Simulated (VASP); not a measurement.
A run of VASP 6.6.1 is set up as follows.

The input INCAR:

```
SYSTEM = HfN
PREC = Accurate
ENCUT = 520
EDIFF = 1E-7
ISMEAR = -1
SIGMA = 0.05
LREAL = .FALSE.
LASPH = .TRUE.
NELM = 100
ALGO = Normal
ISIF = 2
LWAVE = .FALSE.
LCHARG = .FALSE.
GGA = PE
NBANDS = 14
```

KPOINTS

```
Automatic mesh
0
G
  14 14 14
  0 0 0
```

The input POSCAR:

```
HfN
1.0
    2.8251189566      0.0000000000      0.0000000000
    0.0000000000      2.8251189566      0.0000000000
    0.0000000000      0.0000000000      2.8251189566
Hf N
1 1
Direct
    0.0000000000      0.0000000000      0.0000000000
    0.5000000000      0.5000000000      0.5000000000
```

Potentials or basis: VASP PAW PBE potentials, release 64 (Hf_pv, N).

The run is started by

```sh
$ cat potpaw_PBE.64/Hf_pv/POTCAR potpaw_PBE.64/N/POTCAR > POTCAR
$ mpirun -np 1 vasp_std > vasp.out
```

Task: Estimate the pressure.

Result: -2.6 GPa.
